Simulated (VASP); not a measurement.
# Rb (Fm-3m) in VASP: notebook

The runs below take Rb through single point, with revPBE.

All numbers are computed with VASP 6.6.1; they aren't measurements. Logs are shortened: lines on timing, memory, paths and dates and some standing lists are left out, and cuts for length are marked.

**1. The cell of the first run**

Symmetry: Fm-3m, No. 225, cubic system. The conventional cell has a = 7.054 Å, b = 7.054 Å, c = 7.054 Å, α = 90.00°, β = 90.00°, γ = 90.00°.

This isn't the form of Rb at room conditions, which is bcc.

**2. Single point, revPBE (87.75 Å³/atom)**

File INCAR:

```
SYSTEM = Rb
ALGO = Normal
EDIFF = 1E-6
ENCUT = 520
GGA = RE
ISIF = 2
ISMEAR = -1
LASPH = .TRUE.
LCHARG = .TRUE.
LELF = .TRUE.
LREAL = .FALSE.
LVHAR = .TRUE.
LWAVE = .FALSE.
NBANDS = 10
NELM = 80
PREC = Accurate
SIGMA = 0.1
```

File KPOINTS:

```
k-points
0
G
  9 9 9
  0 0 0
```

File POSCAR:

```
Rb
1.0
    0.0000000000      3.5269387776      3.5269387776
    3.5269387776      0.0000000000      3.5269387776
    3.5269387776      3.5269387776      0.0000000000
Rb
1
Direct
    0.0000000000      0.0000000000      0.0000000000
```

Potentials or basis: VASP PAW PBE potentials, release 64 (Rb_sv).

On the command line:

```bash
$ cat potpaw_PBE.64/Rb_sv/POTCAR > POTCAR
$ mpirun -np 1 vasp_std > vasp.out
```

OUTCAR:

```text
SYSTEM = Rb
   EDIFF = 1E-6
   ENCUT = 520
   GGA = RE
   ISIF = 2
   ISMEAR = -1
   LASPH = .TRUE.
   LREAL = .FALSE.
   NELM = 80
   PREC = Accurate

 ion  position               nearest neighbor table
   1  0.000  0.000  0.000-

  LATTYP: Found a face centered cubic cell.
 ALAT       =     7.0538775552

  Lattice vectors:

 A1 = (   0.0000000000,   3.5269387776,   3.5269387776)
 A2 = (   3.5269387776,   0.0000000000,   3.5269387776)
 A3 = (   3.5269387776,   3.5269387776,   0.0000000000)

Analysis of symmetry for initial positions (statically):
=====================================================================
 Subroutine PRICEL returns:
 Original cell was already a primitive cell.

 Routine SETGRP: Setting up the symmetry group for a
 face centered cubic supercell.

 Subroutine GETGRP returns: Found 48 space group operations
 (whereof 48 operations were pure point group operations)
 out of a pool of 48 trial point group operations.

The static configuration has the point symmetry O_h .

Analysis of symmetry for dynamics (positions and initial velocities):
=====================================================================
 Subroutine PRICEL returns:
 Original cell was already a primitive cell.

 Routine SETGRP: Setting up the symmetry group for a
 face centered cubic supercell.

 Subroutine GETGRP returns: Found 48 space group operations
 (whereof 48 operations were pure point group operations)
 out of a pool of 48 trial point group operations.

The dynamic configuration has the point symmetry O_h .

 Subroutine INISYM returns: Found 48 space group operations
 (whereof 48 operations are pure point group operations),
 and found     1 'primitive' translations

----------------------------------------------------------------------------------------

                                     Primitive cell

  volume of cell :      87.7453

  direct lattice vectors                    reciprocal lattice vectors
     0.000000000  3.526938778  3.526938778    -0.141765999  0.141765999  0.141765999
     3.526938778  0.000000000  3.526938778     0.141765999 -0.141765999  0.141765999
     3.526938778  3.526938778  0.000000000     0.141765999  0.141765999 -0.141765999

  length of vectors
     4.987844653  4.987844653  4.987844653     0.245545913  0.245545913  0.245545913

  position of ions in fractional coordinates (direct lattice)
     0.000000000  0.000000000  0.000000000

  ion indices of the primitive-cell ions
   primitive index   ion index
                 1           1

----------------------------------------------------------------------------------------

 KPOINTS: k-points

Automatic generation of k-mesh.
 Grid dimensions read from file:
 generate k-points for:    9    9    9

 Generating k-lattice:

  Cartesian coordinates                     Fractional coordinates (reciprocal lattice)
    -0.015751778  0.015751778  0.015751778     0.111111111  0.000000000  0.000000000
     0.015751778 -0.015751778  0.015751778     0.000000000  0.111111111  0.000000000
     0.015751778  0.015751778 -0.015751778     0.000000000  0.000000000  0.111111111

  Length of vectors
     0.027282879  0.027282879  0.027282879

  Shift w.r.t. Gamma in fractional coordinates (k-lattice)
     0.000000000  0.000000000  0.000000000

 Subroutine IBZKPT returns following result:
 ===========================================

 Found     35 irreducible k-points:

 Following reciprocal coordinates:
            Coordinates               Weight
  0.000000  0.000000  0.000000      1.000000
  0.111111  0.000000  0.000000      8.000000
  0.222222  0.000000  0.000000      8.000000
  0.333333  0.000000  0.000000      8.000000
  0.444444  0.000000  0.000000      8.000000
  0.111111  0.111111  0.000000      6.000000
[... 16 lines left out ...]
 -0.333333  0.333333  0.000000     12.000000
  0.444444  0.444444  0.000000      6.000000
 [... further k-points ...]
   k-points           NKPTS =     35   k-points in BZ     NKDIM =     35   number of bands    NBANDS=     10
   number of dos      NEDOS =    301   number of ions     NIONS =      1
   total plane-waves  NPLWV =  64000
   dimension x,y,z NGX =    40 NGY =   40 NGZ =   40
   dimension x,y,z NGXF=    80 NGYF=   80 NGZF=   80
   ions per type =               1
   NGX,Y,Z   is equivalent  to a cutoff of  13.33, 13.33, 13.33 a.u.
   NGXF,Y,Z  is equivalent  to a cutoff of  26.66, 26.66, 26.66 a.u.
 SYSTEM =  Rb
   PREC   = accura    normal or accurate (medium, high low for compatibility)
   ISTART =      0    job   : 0-new  1-cont  2-samecut
   ICHARG =      2    charge: 1-file 2-atom 10-const
   ISPIN  =      1    spin polarized calculation?
   LNONCOLLINEAR =      F non collinear calculations
   LSORBIT =      F    spin-orbit coupling
   LASPH  =      T    aspherical Exc in radial PAW
   ENCUT  =  520.0 eV  38.22 Ry    6.18 a.u.   9.27  9.27  9.27*2*pi/ulx,y,z
   NELM   =     80;   NELMIN=  2; NELMDL= -5     # of ELM steps
   EDIFF  = 0.1E-05   stopping-criterion for ELM
   LREAL  =      F    real-space projection
   EDIFFG = 0.1E-04   stopping-criterion for IOM
   NSW    =      0    number of steps for IOM
   IBRION =     -1    ionic relax: 0-MD 1-quasi-New 2-CG
   NFREE  =      0    steps in history (QN), initial steepest desc. (CG)
   ISIF   =      2    stress and relaxation
   ISYM   =      2    0-nonsym 1-usesym 2-fastsym
   POTIM  = 0.5000    time-step for ionic-motion
   TEBEG  =    0.0;   TEEND  =   0.0 temperature during run
   PSTRESS=    0.0 pullay stress
   NELECT =       9.0000    total number of electrons
   NUPDOWN=      -1.0000    fix difference up-down
   EMIN   =  10.00;   EMAX   =-10.00  energy-range for DOS
   EFERMI =   0.00;   METHOD = LEGACY
   ISMEAR =    -1;   SIGMA  =   0.10  broadening in eV -4-tet -1-fermi 0-gaus
   EFERMI_NEDOS =   21; number of points for ismear=-14 and -15
   IALGO  =     38    algorithm
   IMIX   =      4    mixing-type and parameters
     AMIX     =   0.40;   BMIX     =  1.00
     AMIX_MAG =   1.60;   BMIX_MAG =  1.00
  volume/ion in A,a.u.               =      87.75       592.13
  Fermi-wavevector in a.u.,A,eV,Ry     =   0.766328  1.448149  7.990128  0.587258
  Thomas-Fermi vector in A             =   1.866642
   LORBIT       =      0    0 simple, 1 ext, 2 COOP (PROOUT), +10 PAW based schemes
   GGA     = RE    functional components
   LHFCALC =     F    Hartree Fock is set to
   AEXX    =    0.0000 exact exchange contribution
   IVDW    =     0    specifies the selected vdW correction
   LEPSILON=     F    determine dielectric tensor
   LRPA    =     F    only Hartree local field effects (RPA)
 non-spin polarized calculation
  energy-cutoff  :      520.00
  volume of cell :       87.75
 maximum number of plane-waves:      2421
 NGX is ok and might be reduce to    40
   NGX = 19   NGY = 19   NGZ = 19

 number of electron       9.0000000 magnetization

 Free energy of the ion-electron system (eV)
  ---------------------------------------------------
  ext. energy  EPLUGINS =         0.00000000
  ---------------------------------------------------
  free energy    TOTEN  =        -0.83723071 eV

  energy without entropy =       -0.80825075  energy(sigma->0) =       -0.82274073

 E-fermi :   0.2255     XC(G=0):  -5.4367

 val. band max:        0.1189192585   @ k =   0.4444   0.0000   0.0000
 cond. band min:       0.2565437524   @ k =   0.4444   0.3333   0.0000
 fundamental gap:      0.1376244939
 Fermi energy:         0.2255409963

 k-point     1 :       0.0000    0.0000    0.0000
  band No.  band energies     occupation
      1     -28.7228      2.00000
      2     -12.7694      2.00000
      3     -12.7694      2.00000
      4     -12.7694      2.00000
      5      -1.8033      2.00000
      6       3.8676      0.00000
      7       3.8676      0.00000
      8       3.8676      0.00000
      9       5.2452      0.00000
     10       5.2452      0.00000

 k-point     2 :       0.1111    0.0000    0.0000
  band No.  band energies     occupation
      1     -28.7223      2.00000
      2     -12.7820      2.00000
      3     -12.7711      2.00000
      4     -12.7711      2.00000
      5      -1.6619      2.00000
      6       3.4829      0.00000
      7       3.9255      0.00000
      8       3.9255      0.00000
      9       5.0866      0.00000
     10       5.0866      0.00000

 k-point     3 :       0.2222    0.0000    0.0000
  band No.  band energies     occupation
      1     -28.7210      2.00000
      2     -12.8133      2.00000
      3     -12.7754      2.00000
      4     -12.7754      2.00000
      5      -1.2539      2.00000
      6       2.7381      0.00000
      7       3.9560      0.00000
      8       3.9560      0.00000
      9       5.0089      0.00000
     10       5.0089      0.00000

 k-point     4 :       0.3333    0.0000    0.0000
  band No.  band energies     occupation
      1     -28.7195      2.00000
      2     -12.8484      2.00000
      3     -12.7802      2.00000
      4     -12.7802      2.00000
      5      -0.6277      1.99961
      6       1.9223      0.00000
      7       3.7997      0.00000
      8       3.7997      0.00000
      9       5.4070      0.00000
     10       5.4079      0.00000
[... 222 lines left out ...]
 k-point    22 :      -0.4444    0.3333    0.0000
  band No.  band energies     occupation
      1     -28.7171      2.00000
      2     -12.8549      2.00000
      3     -12.8223      2.00000
      4     -12.8002      2.00000
      5       0.9043      0.00225
      6       1.5998      0.00000
      7       2.0035      0.00000
      8       4.1422      0.00000
      9       4.3088      0.00000
     10       6.1698      0.00000

 k-point    23 :      -0.3333    0.3333    0.0000
  band No.  band energies     occupation
      1     -28.7172      2.00000
      2     -12.8399      2.00000
      3     -12.8392      2.00000
      4     -12.7945      2.00000
      5       0.9545      0.00136
      6       1.6399      0.00000
      7       1.7969      0.00000
      8       4.1414      0.00000
      9       4.3798      0.00000
     10       5.6548      0.00000

 k-point    24 :       0.4444    0.4444    0.0000
  band No.  band energies     occupation
      1     -28.7171      2.00000
      2     -12.8650      2.00000
      3     -12.8063      2.00000
      4     -12.8063      2.00000
      5       0.5964      0.04784
      6       1.8388      0.00000
      7       2.0615      0.00000
      8       4.7471      0.00000
      9       4.7471      0.00000
     10       5.5222      0.00000

 [... further k-points ...]

------------------------ aborting loop because EDIFF is reached ----------------------------------------

  FORCE on cell =-STRESS in cart. coord.  units (eV):
  Direction    XX          YY          ZZ          XY          YZ          ZX
  --------------------------------------------------------------------------------------
  -------------------------------------------------------------------------------------
  Total        0.2092098      0.2092098      0.2092098      0.0000000      0.0000000      0.0000000
  in kB        3.8200485      3.8200485      3.8200485      0.0000000      0.0000000      0.0000000
  external PRESSURE =       3.8200485 kB  Pullay stress =       0.0000000 kB

 VOLUME and BASIS-vectors are now :
 -----------------------------------------------------------------------------
  energy-cutoff  :      520.00
  volume of cell :       87.75
      direct lattice vectors                 reciprocal lattice vectors
     0.000000000  3.526938778  3.526938778    -0.141765999  0.141765999  0.141765999
     3.526938778  0.000000000  3.526938778     0.141765999 -0.141765999  0.141765999
     3.526938778  3.526938778  0.000000000     0.141765999  0.141765999 -0.141765999

 POSITION                                       TOTAL-FORCE (eV/Angst)
 -----------------------------------------------------------------------------------
      0.00000      0.00000      0.00000         0.000000     -0.000000     -0.000000
 -----------------------------------------------------------------------------------
    total drift:                               -0.000000     -0.000000     -0.000000

  FREE ENERGIE OF THE ION-ELECTRON SYSTEM (eV)
  ---------------------------------------------------
  free  energy   TOTEN  =        -0.8372307118 eV

  energy  without entropy=       -0.8082507465  energy(sigma->0) =       -0.82274073
```

Run time: 22 s. Hardware: 1 thread of Intel Xeon Platinum 8259CL at 2.50GHz (Skylake/Cascade Lake), shared host; peak memory 0.23 GiB.

What came out:

```
Free energy            : -0.8372 eV
Pressure               : 0.4 GPa
Band gap on the k mesh : zero (an odd number of electrons rules out a gap without spin polarisation)
```

Levels at points of the mesh, in eV from the Fermi level:
```
           k point  band 2  band 3  band 4  band 5  band 6  band 7  band 8  band 9
(0.00, 0.00, 0.00)  -12.99  -12.99  -12.99   -2.03    3.64    3.64    3.64    5.02
```

Caveat: the PAW data sets were made with another functional, which shifts forces and pressure a little.

**3. Single point, revPBE (91.73 Å³/atom)**

This run uses another cell than the first one, of 91.73 Å³/atom.

File INCAR:

```
PREC = Accurate
ENCUT = 520
EDIFF = 1E-6
ISMEAR = -1
SIGMA = 0.1
LREAL = False
LASPH = True
NELM = 80
ALGO = Normal
ISIF = 2
LWAVE = False
LCHARG = False
GGA = RE
NBANDS = 10
```

File KPOINTS:

```
Automatic mesh
0
Gamma
  9 9 9
```

File POSCAR:

```
Rb
1.0
    0.0000000000      3.5795874169      3.5795874169
    3.5795874169      0.0000000000      3.5795874169
    3.5795874169      3.5795874169      0.0000000000
Rb
1
Direct
    0.0000000000      0.0000000000      0.0000000000
```

Potentials or basis: VASP PAW PBE potentials, release 64 (Rb_sv).

On the command line:

```bash
$ cat potpaw_PBE.64/Rb_sv/POTCAR > POTCAR
$ mpirun -np 1 vasp_std > vasp.out
```

It took 21 s on 1 thread of Intel Xeon Platinum 8259CL at 2.50GHz (Skylake/Cascade Lake), shared host; peak memory 0.23 GiB.

Results (log left out):

```yaml
Free_energy: -0.8447 eV
Pressure: 0.2 GPa
Band_gap_on_the_k_mesh: zero (an odd number of electrons rules out a gap without spin polarisation)
```

Levels at points of the mesh, in eV from the Fermi level:
```tsv
k point	band 2	band 3	band 4	band 5	band 6	band 7	band 8	band 9
(0.00, 0.00, 0.00)	-13.02	-13.02	-13.02	-1.97	3.61	3.61	3.61	4.94
```

Caveat: the PAW data sets were made with another functional, which shifts forces and pressure a little.

**4. Single point, revPBE (99.71 Å³/atom)**

This run uses another cell than the first one, of 99.71 Å³/atom.

File INCAR:

```
PREC     = Accurate       # precision mode
ENCUT    = 520            # plane-wave cutoff, eV
EDIFF    = 1E-6           # SCF threshold, eV
ISMEAR   = -1             # smearing method
SIGMA    = 0.1            # smearing width, eV
LREAL    = F              # projectors in reciprocal space
LASPH    = T              # aspherical terms in the spheres
NELM     = 80             # most SCF steps
ALGO     = Normal         # electronic algorithm
ISIF     = 2              # what is computed and relaxed
LWAVE    = F              # write WAVECAR
LCHARG   = F              # write CHGCAR
GGA      = RE             # functional
NBANDS   = 10             # bands
```

File KPOINTS:

```
regular mesh
0
Gamma
  9 9 9
```

File POSCAR:

```
Rb
1.0
    0.0000000000      3.6804735160      3.6804735160
    3.6804735160      0.0000000000      3.6804735160
    3.6804735160      3.6804735160      0.0000000000
Rb
1
Direct
    0.0000000000      0.0000000000      0.0000000000
```

On the command line:

```bash
$ cat potpaw_PBE.64/Rb_sv/POTCAR > POTCAR
$ mpirun -np 1 vasp_std > vasp.out
```

Run time: 21 s. Hardware: 1 thread of Intel Xeon Platinum 8259CL at 2.50GHz (Skylake/Cascade Lake), shared host; peak memory 0.24 GiB.

It converged, with:

```
Free energy            : -0.8501 eV
Pressure               : 0.0 GPa
Band gap on the k mesh : zero (an odd number of electrons rules out a gap without spin polarisation)
```

Levels at points of the mesh, in eV from the Fermi level:
| k point | band 1 | band 2 | band 3 | band 4 | band 5 | band 6 | band 7 | band 8 | band 9 | band 10 |
| --- | --- | --- | --- | --- | --- | --- | --- | --- | --- | --- |
| (0.00, 0.00, 0.00) | -29.01 | -13.07 | -13.07 | -13.07 | -1.86 | 3.53 | 3.53 | 3.53 | 4.79 | 4.79 |

Caveat: the PAW data sets were made with another functional, which shifts forces and pressure a little.

**5. Single point, revPBE (103.70 Å³/atom)**

This run uses another cell than the first one, of 103.70 Å³/atom.

File INCAR:

```
PREC = Accurate
ENCUT = 520
EDIFF = 1E-6
ISMEAR = -1
SIGMA = 0.1
LREAL = False
LASPH = True
NELM = 100
ALGO = Normal
ISIF = 2
LWAVE = False
LCHARG = False
GGA = RE
NBANDS = 10
```

KPOINTS is that of step 4.

File POSCAR:

```
Rb
1.0
    0.0000000000      3.7289063533      3.7289063533
    3.7289063533      0.0000000000      3.7289063533
    3.7289063533      3.7289063533      0.0000000000
Rb
1
Direct
    0.0000000000      0.0000000000      0.0000000000
```

On the command line:

```bash
$ cat potpaw_PBE.64/Rb_sv/POTCAR > POTCAR
$ mpirun -np 1 vasp_std > vasp.out
```

Wall time 20 s (1 thread of Intel Xeon Platinum 8259CL at 2.50GHz (Skylake/Cascade Lake), shared host); peak memory 0.24 GiB.

The run converged. Its results:

* Free energy: -0.8490 eV
* Pressure: -0.1 GPa
* Band gap on the k mesh: zero (an odd number of electrons rules out a gap without spin polarisation)

Levels at points of the mesh, in eV from the Fermi level:
```
           k point  band 3  band 4  band 5  band 6  band 7  band 8
(0.00, 0.00, 0.00)  -13.10  -13.10   -1.81    3.50    3.50    3.50
```

Caveat: the PAW data sets were made with another functional, which shifts forces and pressure a little.

**6. The runs side by side**

```tsv
cell	gap on the mesh (eV)	pressure (GPa)
a = 4.988 Å, angles 60.0°, 1 atom	none	0.4
a = 5.062 Å, angles 60.0°, 1 atom	none	0.2
a = 5.205 Å, angles 60.0°, 1 atom	none	0.0
a = 5.273 Å, angles 60.0°, 1 atom	none	-0.1
```

Alike in all rows: task single point; level revPBE; potentials or basis VASP PAW PBE potentials, release 64 (Rb_sv); no spin polarisation; k mesh 9 × 9 × 9; cutoff (eV) 520; smearing fermi-dirac 0.1 eV.

Caveats: the PAW data sets were made with another functional, which shifts forces and pressure a little.

Total energies depend on the potentials used, so only differences within one code and one set of settings carry meaning.
